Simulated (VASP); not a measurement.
Write the native input for VASP 6.6.1 that does the following.

```yaml
Task: single point
Functional: r2SCAN
Potentials_or_basis: VASP PAW PBE potentials, release 64 (Pb_d, Se)
Cutoff: 520 eV
k_mesh: 6 × 6 × 4
Occupations: gaussian, width 0.05 eV
Spin: no spin polarisation
Dipole_correction: no
Further_INCAR_settings: ALGO = Normal; EDIFF = 1e-06; NBANDS = 28
```

The system is PbSe.

```xyz
4
Lattice="5.1741 0.0000 0.0000 -2.5871 4.4809 0.0000 0.0000 0.0000 6.2133" Properties=species:S:1:pos:R:3 pbc="T T T"
Pb    0.0000    2.9873    1.5533
Pb    2.5871    1.4936    4.6600
Se    2.5871    1.4936    1.5533
Se    0.0000    2.9873    4.6600
```

One way to write it, as run:

POSCAR

```
PbSe
1.0
    5.1741302537      0.0000000000      0.0000000000
   -2.5870651268      4.4809282423      0.0000000000
    0.0000000000      0.0000000000      6.2132838629
Pb Se
2 2
Direct
    0.3333333333      0.6666666667      0.2500000000
    0.6666666667      0.3333333333      0.7500000000
    0.6666666667      0.3333333333      0.2500000000
    0.3333333333      0.6666666667      0.7500000000
```

INCAR.step1

```
  PREC = Accurate
  ENCUT = 520
  ISMEAR = 0
  SIGMA = 0.05
  LREAL = False
  LASPH = True
  NELM = 80
  NBANDS = 28
  GGA = PE
  ALGO = Normal
  EDIFF = 1E-4
  LWAVE = True
  LCHARG = False
```

INCAR.step2

```
  PREC = Accurate
  ENCUT = 520
  EDIFF = 1E-6
  ISMEAR = 0
  SIGMA = 0.05
  LREAL = False
  LASPH = True
  NELM = 80
  ALGO = Normal
  ISIF = 2
  LWAVE = False
  LCHARG = True
  METAGGA = R2SCAN
  LMIXTAU = True
  LELF = True
  LVHAR = True
  NBANDS = 28
  ISTART = 1
```

KPOINTS

```
regular mesh
0
Gamma
  6 6 4
```

Potentials or basis: VASP PAW PBE potentials, release 64 (Pb_d, Se).

Launch:

```console
$ cat potpaw_PBE.64/Pb_d/POTCAR potpaw_PBE.64/Se/POTCAR > POTCAR
$ cp INCAR.step1 INCAR
$ mpirun -np 1 vasp_std > vasp.out
$ cp INCAR.step2 INCAR
$ mpirun -np 1 vasp_std > vasp.out
```

Results of the run:

The pressure is 0.0 GPa and the band gap on the k mesh is 1.48 eV.

Caveat: the PAW data sets were made with another functional, which shifts forces and pressure a little; spin-orbit coupling is left out, which moves the levels of the heavy elements.

It took 3.1 min on 1 thread of Intel(R) Xeon(R) Platinum 8559C (Emerald Rapids), on a shared host, peak memory 0.33 GiB.
